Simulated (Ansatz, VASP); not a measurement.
# One calculation of TaN, two programs

INCAR

```
ALGO = Normal
EDIFF = 1E-6
ENCUT = 520
GGA = PE
ISIF = 2
ISMEAR = -1
LASPH = T
LCHARG = F
LREAL = F
LWAVE = F
NBANDS = 15
NELM = 100
PREC = Accurate
SIGMA = 0.02
```

Contents of KPOINTS:

```
k-points
0
Gamma
  12 12 10
```

The input POSCAR:

```
TaN
1.0
    2.9379988584     -0.0293799886     -0.0293799886
   -1.4944432457      2.5590716420     -0.0107538222
   -0.0288300000     -0.0288300000      2.8830000000
Ta N
1 1
Direct
    0.3333333333      0.6666666667      0.5000000000
    0.0000000000      0.0000000000      0.0000000000
```

Input for Ansatz:

```yaml
crystal:
  lattice:
    - [2.9379988584, -0.0293799886, -0.0293799886]
    - [-1.4944432457, 2.559071642, -0.0107538222]
    - [-0.02883, -0.02883, 2.883]
  atoms:
    - { symbol: Ta, position: [0.3333333333, 0.6666666667, 0.5] }
    - { symbol: "N", position: [0.0, 0.0, 0.0] }
kpoints:
  mp_grid: { grid: [12, 12, 10] }
  band_path:
    path:
      - [0.0, 0.0, 0.0]
      - [0.0, 0.0, 0.5]
      - [-0.5, 0.5, 0.0]
      - [0.0, 0.0, 0.0]
      - [0.0, -0.5, 0.0]
      - [-0.5, 0.0, 0.5]
      - [0.0, 0.0, 0.0]
      - [-0.5, 0.0, 0.0]
      - [0.0, -0.5, 0.5]
    npoints: 5
scf:
  occupations: { method: fermi_dirac, width: 0.02 }
hamiltonian:
  xc: pbe
  pseudopotentials: { kind: all_electron, lapw: { basis_error: 0.0005 } }
output:
  forces: true
  stress: true
  eigenvalues: true
```

Change from the starting cell: equal xy, yz and zx shear strains of -2 %.

Alike in both runs: task single point; functional PBE; k mesh 12 × 12 × 10; occupations fermi-dirac, width 0.02 eV; no spin polarisation.

|  | VASP | Ansatz |
| --- | --- | --- |
| version | VASP 6.6.1 | Ansatz 0.2.0 |
| potentials or method | VASP PAW PBE potentials, release 64 (Ta_pv, N), cutoff 520 eV | all-electron LAPW, scalar-relativistic |

Ansatz gave:

* pressure (GPa): 5.3
* traceless stress, the component that is largest in VASP (GPa): 5.04
* rms of the force components (eV/Å): 0.035

Problem. Estimate VASP's values.

Solution. Pressure (GPa): 5.8; traceless stress, the component that is largest in VASP (GPa): 5.10; rms of the force components (eV/Å): 0.037.

Atom by atom the forces differ by 0.002 eV/Å (rms over components). Ansatz ran all-electron here, and VASP with PAW potentials.

Neither program's run includes spin-orbit coupling.
